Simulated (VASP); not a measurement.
# Au (Im-3m) in VASP: further runs

Aim: see how the results for Au move with the level of theory and the settings. Levels: PBEsol-based screened hybrid with 25 % exact exchange, PBE-based screened hybrid with 25 % exact exchange. Tasks: single point.

All numbers are computed with VASP 6.6.1; they aren't measurements. Logs are shortened: lines on timing, memory, paths and dates and some standing lists are left out, and cuts for length are marked.

## (1) The cell of the first run

Symmetry: Im-3m, No. 229, cubic system. The conventional cell has a = 3.242 Å, b = 3.242 Å, c = 3.242 Å, α = 90.00°, β = 90.00°, γ = 90.00°. Within 3.7 Å of Au (site symmetry m-3m) lie 14 Au at 2.81 to 3.24 Å.

This isn't the form of Au at room conditions, which is fcc.

## (2) Single point, PBEsol-based screened hybrid with 25 % exact exchange

Input file POSCAR:

```
Au
1.0
   -1.6209918197      1.6209918197      1.6209918197
    1.6209918197     -1.6209918197      1.6209918197
    1.6209918197      1.6209918197     -1.6209918197
Au
1
Direct
    0.0000000000      0.0000000000      0.0000000000
```

Input file INCAR.step1:

```
  PREC = Accurate
  ENCUT = 520
  EDIFF = 1E-5
  ISMEAR = -1
  SIGMA = 0.05
  LREAL = False
  LASPH = True
  NELM = 80
  ALGO = Normal
  ISIF = 2
  LWAVE = True
  LCHARG = False
  GGA = PE
  NBANDS = 12
```

Input file INCAR.step2:

```
  PREC = Accurate
  ENCUT = 520
  EDIFF = 1E-6
  ISMEAR = -1
  SIGMA = 0.05
  LREAL = False
  LASPH = True
  NELM = 80
  ALGO = Normal
  ISIF = 2
  LWAVE = False
  LCHARG = False
  GGA = PS
  LHFCALC = True
  AEXX = 0.25
  HFSCREEN = 0.207
  PRECFOCK = Normal
  ISTART = 1
  NBANDS = 12
```

Input file KPOINTS:

```
regular mesh
0
Gamma
  6 6 6
```

Potentials or basis: VASP PAW PBE potentials, release 64 (Au).

Launch:

```sh
cat potpaw_PBE.64/Au/POTCAR > POTCAR
cp INCAR.step1 INCAR
mpirun -np 1 vasp_std > vasp.out
cp INCAR.step2 INCAR
mpirun -np 1 vasp_std > vasp.out
```

OUTCAR:

```text
PREC = Accurate
   ENCUT = 520
   EDIFF = 1E-6
   ISMEAR = -1
   LREAL = False
   LASPH = True
   NELM = 80
   ISIF = 2
   GGA = PS
   LHFCALC = True
   AEXX = 0.25
   HFSCREEN = 0.207
   PRECFOCK = Normal
   ISTART = 1

 ion  position               nearest neighbor table
   1  0.000  0.000  0.000-

  LATTYP: Found a body centered cubic cell.
 ALAT       =     3.2419836394

  Lattice vectors:

 A1 = (  -1.6209918197,   1.6209918197,   1.6209918197)
 A2 = (   1.6209918197,  -1.6209918197,   1.6209918197)
 A3 = (   1.6209918197,   1.6209918197,  -1.6209918197)

Analysis of symmetry for initial positions (statically):
=====================================================================
 Subroutine PRICEL returns:
 Original cell was already a primitive cell.

 Routine SETGRP: Setting up the symmetry group for a
 body centered cubic supercell.

 Subroutine GETGRP returns: Found 48 space group operations
 (whereof 48 operations were pure point group operations)
 out of a pool of 48 trial point group operations.

The static configuration has the point symmetry O_h .

Analysis of symmetry for dynamics (positions and initial velocities):
=====================================================================
 Subroutine PRICEL returns:
 Original cell was already a primitive cell.

 Routine SETGRP: Setting up the symmetry group for a
 body centered cubic supercell.

 Subroutine GETGRP returns: Found 48 space group operations
 (whereof 48 operations were pure point group operations)
 out of a pool of 48 trial point group operations.

The dynamic configuration has the point symmetry O_h .

 Subroutine INISYM returns: Found 48 space group operations
 (whereof 48 operations are pure point group operations),
 and found     1 'primitive' translations

----------------------------------------------------------------------------------------

                                     Primitive cell

  volume of cell :      17.0374

  direct lattice vectors                    reciprocal lattice vectors
    -1.620991820  1.620991820  1.620991820     0.000000000  0.308453130  0.308453130
     1.620991820 -1.620991820  1.620991820     0.308453130  0.000000000  0.308453130
     1.620991820  1.620991820 -1.620991820     0.308453130  0.308453130  0.000000000

  length of vectors
     2.807640190  2.807640190  2.807640190     0.436218599  0.436218599  0.436218599

  position of ions in fractional coordinates (direct lattice)
     0.000000000  0.000000000  0.000000000

  ion indices of the primitive-cell ions
   primitive index   ion index
                 1           1

----------------------------------------------------------------------------------------

 KPOINTS: regular mesh

Automatic generation of k-mesh.
 Grid dimensions read from file:
 generate k-points for:    6    6    6

 Generating k-lattice:

  Cartesian coordinates                     Fractional coordinates (reciprocal lattice)
     0.000000000  0.051408855  0.051408855     0.166666667  0.000000000  0.000000000
     0.051408855  0.000000000  0.051408855     0.000000000  0.166666667  0.000000000
     0.051408855  0.051408855  0.000000000     0.000000000  0.000000000  0.166666667

  Length of vectors
     0.072703100  0.072703100  0.072703100

  Shift w.r.t. Gamma in fractional coordinates (k-lattice)
     0.000000000  0.000000000  0.000000000

 Subroutine IBZKPT returns following result:
 ===========================================

 Found     16 irreducible k-points:

 Following reciprocal coordinates:
            Coordinates               Weight
  0.000000  0.000000  0.000000      1.000000
  0.166667  0.000000  0.000000     12.000000
  0.333333  0.000000  0.000000     12.000000
  0.500000  0.000000  0.000000      6.000000
  0.166667  0.166667  0.000000     24.000000
  0.333333  0.166667  0.000000     48.000000
[... 8 lines left out ...]
  0.500000  0.500000  0.333333     12.000000
  0.500000  0.500000  0.500000      1.000000
   k-points           NKPTS =     16   k-points in BZ     NKDIM =    216   number of bands    NBANDS=     12
   number of dos      NEDOS =    301   number of ions     NIONS =      1
   total plane-waves  NPLWV =  13824
   dimension x,y,z NGX =    24 NGY =   24 NGZ =   24
   dimension x,y,z NGXF=    48 NGYF=   48 NGZF=   48
   ions per type =               1
   NGX,Y,Z   is equivalent  to a cutoff of  14.21, 14.21, 14.21 a.u.
   NGXF,Y,Z  is equivalent  to a cutoff of  28.42, 28.42, 28.42 a.u.
 SYSTEM =  unknown system
   PREC   = accura    normal or accurate (medium, high low for compatibility)
   ISTART =      1    job   : 0-new  1-cont  2-samecut
   ICHARG =      0    charge: 1-file 2-atom 10-const
   ISPIN  =      1    spin polarized calculation?
   LNONCOLLINEAR =      F non collinear calculations
   LSORBIT =      F    spin-orbit coupling
   LASPH  =      T    aspherical Exc in radial PAW
   ENCUT  =  520.0 eV  38.22 Ry    6.18 a.u.   5.22  5.22  5.22*2*pi/ulx,y,z
   NELM   =     80;   NELMIN=  2; NELMDL=  0     # of ELM steps
   EDIFF  = 0.1E-05   stopping-criterion for ELM
   LREAL  =      F    real-space projection
   EDIFFG = 0.1E-04   stopping-criterion for IOM
   NSW    =      0    number of steps for IOM
   IBRION =     -1    ionic relax: 0-MD 1-quasi-New 2-CG
   NFREE  =      0    steps in history (QN), initial steepest desc. (CG)
   ISIF   =      2    stress and relaxation
   ISYM   =      3    0-nonsym 1-usesym 2-fastsym
   POTIM  = 0.5000    time-step for ionic-motion
   TEBEG  =    0.0;   TEEND  =   0.0 temperature during run
   PSTRESS=    0.0 pullay stress
   NELECT =      11.0000    total number of electrons
   NUPDOWN=      -1.0000    fix difference up-down
   EMIN   =  10.00;   EMAX   =-10.00  energy-range for DOS
   EFERMI =   0.00;   METHOD = LEGACY
   ISMEAR =    -1;   SIGMA  =   0.05  broadening in eV -4-tet -1-fermi 0-gaus
   EFERMI_NEDOS =   21; number of points for ismear=-14 and -15
   IALGO  =     38    algorithm
   IMIX   =      1    mixing-type and parameters
     AMIX     =   0.40;   BMIX     =  1.00
     AMIX_MAG =   1.60;   BMIX_MAG =  1.00
  volume/ion in A,a.u.               =      17.04       114.97
  Fermi-wavevector in a.u.,A,eV,Ry     =   1.414941  2.673850 27.239642  2.002057
  Thomas-Fermi vector in A             =   2.536431
   LORBIT       =      0    0 simple, 1 ext, 2 COOP (PROOUT), +10 PAW based schemes
   GGA     = PS    functional components
   LHFCALC =     T    Hartree Fock is set to
   PRECFOCK=normal    Normal, Fast or Accurate (Low or Medium for compatibility)
   ENCUT4O =  -1.0   cutoff for four orbital integrals eV
   NKREDX  =     1    reduce k-point grid by
   NKREDY  =     1    reduce k-point grid by
   NKREDZ  =     1    reduce k-point grid by
   AEXX    =    0.2500 exact exchange contribution
   HFSCREEN=    0.2070 screening length (either q_TF or 0.3 A-1)
   HFSCREENC=   0.2070 screening length for correlation (either q_TF or 0.3 A-1)
   ENCUTFOCK=  -1.0 apply spherical cutoff to Coloumb kernel
   IVDW    =     0    specifies the selected vdW correction
   LEPSILON=     F    determine dielectric tensor
   LRPA    =     F    only Hartree local field effects (RPA)
 non-spin polarized calculation
  energy-cutoff  :      520.00
  volume of cell :       17.04
 maximum number of plane-waves:       468
 NGX is ok and might be reduce to    24
  NGX = 16; NGY = 16; NGZ = 16

 number of electron      11.0000001 magnetization

 Free energy of the ion-electron system (eV)
  ---------------------------------------------------
  ext. energy  EPLUGINS =         0.00000000
  ---------------------------------------------------
  free energy    TOTEN  =        -3.78321854 eV

  energy without entropy =       -3.76778476  energy(sigma->0) =       -3.77550165

 E-fermi :   9.3381     XC(G=0): -10.4755

 val. band max:        9.3066281234   @ k =  -0.3333   0.3333   0.3333
 cond. band min:       9.3936795415   @ k =   0.3333   0.1667   0.0000
 fundamental gap:      0.0870514182
 Fermi energy:         9.3381031690

 k-point     1 :       0.0000    0.0000    0.0000
  band No.  band energies     occupation
      1      -1.8167      2.00000
      2       3.0861      2.00000
      3       3.0861      2.00000
      4       3.0861      2.00000
      5       5.0763      2.00000
      6       5.0763      2.00000
      7      26.6850      0.00000
      8      26.6850      0.00000
      9      26.6850      0.00000
     10      35.0421      0.00000
     11      35.0421      0.00000
     12      35.0421      0.00000

 k-point     2 :       0.1667    0.0000    0.0000
  band No.  band energies     occupation
      1      -0.7348      2.00000
      2       2.7690      2.00000
      3       3.1335      2.00000
      4       3.8662      2.00000
      5       4.8016      2.00000
      6       5.1154      2.00000
      7      25.4724      0.00000
      8      26.3772      0.00000
      9      27.9893      0.00000
     10      30.6718      0.00000
     11      31.3450      0.00000
     12      31.8553      0.00000

 k-point     3 :       0.3333    0.0000    0.0000
  band No.  band energies     occupation
      1       0.7124      2.00000
      2       2.1855      2.00000
      3       4.5240      2.00000
      4       5.0128      2.00000
      5       5.2470      2.00000
      6       5.7538      2.00000
      7      18.6315      0.00000
      8      23.7125      0.00000
      9      26.6578      0.00000
     10      30.9108      0.00000
     11      31.3095      0.00000
     12      34.2411      0.00000
[... 166 lines left out ...]
 k-point    15 :       0.5000    0.5000    0.3333
  band No.  band energies     occupation
      1       1.3820      2.00000
      2       1.5775      2.00000
      3       4.9326      2.00000
      4       5.3089      2.00000
      5       6.6178      2.00000
      6      14.1337      0.00000
      7      14.5123      0.00000
      8      18.2690      0.00000
      9      23.7591      0.00000
     10      27.2246      0.00000
     11      27.3945      0.00000
     12      35.8839      0.00000

 k-point    16 :       0.5000    0.5000    0.5000
  band No.  band energies     occupation
      1       0.9350      2.00000
      2       0.9350      2.00000
      3       6.5095      2.00000
      4       6.5095      2.00000
      5       6.5095      2.00000
      6      16.0757      0.00000
      7      16.0757      0.00000
      8      16.0757      0.00000
      9      20.2397      0.00000
     10      26.1245      0.00000
     11      26.1245      0.00000
     12      35.4298      0.00000

------------------------ aborting loop because EDIFF is reached ----------------------------------------

  FORCE on cell =-STRESS in cart. coord.  units (eV):
  Direction    XX          YY          ZZ          XY          YZ          ZX
  --------------------------------------------------------------------------------------
  -------------------------------------------------------------------------------------
  Total        0.0121810      0.0121810      0.0121810     -0.0000000      0.0000000     -0.0000000
  in kB        1.1454908      1.1454908      1.1454908     -0.0000000      0.0000000     -0.0000000
  external PRESSURE =       1.1454908 kB  Pullay stress =       0.0000000 kB

 VOLUME and BASIS-vectors are now :
 -----------------------------------------------------------------------------
  energy-cutoff  :      520.00
  volume of cell :       17.04
      direct lattice vectors                 reciprocal lattice vectors
    -1.620991820  1.620991820  1.620991820     0.000000000  0.308453130  0.308453130
     1.620991820 -1.620991820  1.620991820     0.308453130  0.000000000  0.308453130
     1.620991820  1.620991820 -1.620991820     0.308453130  0.308453130  0.000000000

 POSITION                                       TOTAL-FORCE (eV/Angst)
 -----------------------------------------------------------------------------------
      0.00000      0.00000      0.00000        -0.000000      0.000000      0.000000
 -----------------------------------------------------------------------------------
    total drift:                                0.000001     -0.000004     -0.000008

  FREE ENERGIE OF THE ION-ELECTRON SYSTEM (eV)
  ---------------------------------------------------
  free  energy   TOTEN  =        -3.7832185426 eV

  energy  without entropy=       -3.7677847589  energy(sigma->0) =       -3.77550165
```

Run time: 7.7 min. Hardware: 1 thread of Intel Xeon Platinum 8259CL at 2.50GHz (Skylake/Cascade Lake), shared host; peak memory 0.24 GiB.

Results:

| Quantity | Value |
| --- | --- |
| Free energy | -3.7832 eV |
| Pressure | 0.1 GPa |
| Band gap on the k mesh | zero (an odd number of electrons rules out a gap without spin polarisation) |

Levels at points of the mesh, in eV from the Fermi level:
| k point | band 2 | band 3 | band 4 | band 5 | band 6 | band 7 | band 8 | band 9 | band 10 | band 11 |
| --- | --- | --- | --- | --- | --- | --- | --- | --- | --- | --- |
| (0.00, 0.00, 0.00) | -6.25 | -6.25 | -6.25 | -4.26 | -4.26 | 17.35 | 17.35 | 17.35 | 25.70 | 25.70 |
| (0.50, 0.00, 0.00) | -7.42 | -4.36 | -3.99 | -2.38 | -0.97 | 3.97 | 13.08 | 14.84 | 22.98 | 23.25 |
| (0.50, 0.50, 0.50) | -8.40 | -2.83 | -2.83 | -2.83 | 6.74 | 6.74 | 6.74 | 10.90 | 16.79 | 16.79 |

Caveat: the k points lie up to 0.46 Å⁻¹ apart, too coarse for converged energies and pressures of a metal; the PAW data sets were made with another functional, which shifts forces and pressure a little; spin-orbit coupling is left out, which moves the levels of the heavy elements.

## (3) Single point, PBE-based screened hybrid with 25 % exact exchange

This run uses another cell than the first one, of 17.68 Å³/atom.

Input file POSCAR:

```
Au
1.0
   -1.6412276704      1.6412276704      1.6412276704
    1.6412276704     -1.6412276704      1.6412276704
    1.6412276704      1.6412276704     -1.6412276704
Au
1
Direct
    0.0000000000      0.0000000000      0.0000000000
```

Input file INCAR.step1:

```
SYSTEM = Au
PREC = Accurate
ENCUT = 520
EDIFF = 1E-5
ISMEAR = -1
SIGMA = 0.05
LREAL = .False.
LASPH = .True.
NELM = 100
ALGO = Normal
ISIF = 2
LWAVE = .True.
GGA = PE
NBANDS = 12
```

Input file INCAR.step2:

```
SYSTEM = Au
PREC = Accurate
ENCUT = 520
EDIFF = 1E-6
ISMEAR = -1
SIGMA = 0.05
LREAL = .False.
LASPH = .True.
NELM = 100
ALGO = Normal
ISIF = 2
LWAVE = .False.
LCHARG = .True.
GGA = PE
LHFCALC = .True.
AEXX = 0.25
HFSCREEN = 0.3
PRECFOCK = Normal
LELF = .True.
LVHAR = .True.
ISTART = 1
NBANDS = 12
```

Input file KPOINTS:

```
regular mesh
0
Gamma
  6 6 6
  0 0 0
```

Potentials or basis: VASP PAW PBE potentials, release 64 (Au).

Launch:

```sh
cat potpaw_PBE.64/Au/POTCAR > POTCAR
cp INCAR.step1 INCAR
mpirun -np 1 vasp_std > vasp.out
cp INCAR.step2 INCAR
mpirun -np 1 vasp_std > vasp.out
```

Run time: 7.6 min. Hardware: 1 thread of Intel Xeon Platinum 8259CL at 2.50GHz (Skylake/Cascade Lake), shared host; peak memory 0.25 GiB.

The run converged. Its results:

| Item | Value |
| --- | --- |
| Free energy | -3.2265 eV |
| Pressure | 0.1 GPa |
| Band gap on the k mesh | zero (an odd number of electrons rules out a gap without spin polarisation) |

Levels at points of the mesh, in eV from the Fermi level:
```tsv
k point	band 3	band 4	band 5	band 6	band 7	band 8
(0.00, 0.00, 0.00)	-5.87	-5.87	-4.01	-4.01	17.20	17.20
(0.50, 0.00, 0.00)	-4.11	-3.79	-2.31	-0.70	3.65	12.94
(0.50, 0.50, 0.50)	-2.70	-2.70	-2.70	6.64	6.64	6.64
```

Caveat: the k points lie up to 0.45 Å⁻¹ apart, too coarse for converged energies and pressures of a metal; the PAW data sets were made with another functional, which shifts forces and pressure a little; spin-orbit coupling is left out, which moves the levels of the heavy elements.

The gap in the log of VASP goes by the Fermi energy; the results here count the filled bands.